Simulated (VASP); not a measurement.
Input of a VASP 6.6.1 run:

POSCAR

```
MgO
1.0
    3.4841042127      0.0000000000      0.0000000000
   -1.7420521064      3.0173227576      0.0000000000
    0.0000000000      0.0000000000      4.1856875957
Mg O
2 2
Direct
    0.6666666667      0.3333333333      0.7500000000
    0.3333333333      0.6666666667      0.2500000000
    0.6609251093      0.3218502186      0.2413876639
    0.3333333333      0.6666666667      0.7500000000
```

The input INCAR.step1:

```
SYSTEM = MgO
PREC     = Accurate       ! precision mode
ENCUT    = 520            ! plane-wave cutoff, eV
ISMEAR   = 0              ! smearing method
SIGMA    = 0.05           ! smearing width, eV
LREAL    = .False.        ! projectors in reciprocal space
LASPH    = .True.         ! aspherical terms in the spheres
NELM     = 80             ! most SCF steps
NBANDS   = 16             ! bands
GGA      = PE             ! functional
ALGO     = Normal         ! electronic algorithm
EDIFF    = 1E-4           ! SCF threshold, eV
LWAVE    = .True.         ! write WAVECAR
LCHARG   = .False.        ! write CHGCAR
```

File INCAR.step2:

```
SYSTEM = MgO
PREC     = Accurate       ! precision mode
ENCUT    = 520            ! plane-wave cutoff, eV
EDIFF    = 1E-7           ! SCF threshold, eV
ISMEAR   = 0              ! smearing method
SIGMA    = 0.05           ! smearing width, eV
LREAL    = .False.        ! projectors in reciprocal space
LASPH    = .True.         ! aspherical terms in the spheres
NELM     = 80             ! most SCF steps
ALGO     = Normal         ! electronic algorithm
ISIF     = 2              ! what is computed and relaxed
LWAVE    = .False.        ! write WAVECAR
LCHARG   = .False.        ! write CHGCAR
METAGGA  = R2SCAN         ! meta-GGA
LMIXTAU  = .True.       
NBANDS   = 16             ! bands
ISTART   = 1
```

File KPOINTS:

```
regular mesh
0
Gamma
  6 6 6
  0 0 0
```

Potentials or basis: VASP PAW PBE potentials, release 64 (Mg, O).

Run with:

```console
$ cat potpaw_PBE.64/Mg/POTCAR potpaw_PBE.64/O/POTCAR > POTCAR
$ cp INCAR.step1 INCAR
$ mpirun -np 1 vasp_std > vasp.out
$ cp INCAR.step2 INCAR
$ mpirun -np 1 vasp_std > vasp.out
```

Problem. What does it give for the largest force?

Solution. 0.585 eV/Å.

Problem. Estimate the pressure.

Solution. -0.7 GPa.

Problem. Predict the band gap on the k mesh.

Solution. 4.08 eV, direct.

Forces on the atoms (eV/Å):
```
Mg   0.000 -0.059 -0.097
Mg   0.000 -0.281 -0.089
O    0.000  0.406  0.422
O    0.000 -0.066 -0.235
```

Caveat: the cell differs from its parent crystal (atom 3 (O) moved +0.050 Å towards its neighbour atom 4 (O) at 2.903 Å); the PAW data sets were made with another functional, which shifts forces and pressure a little.
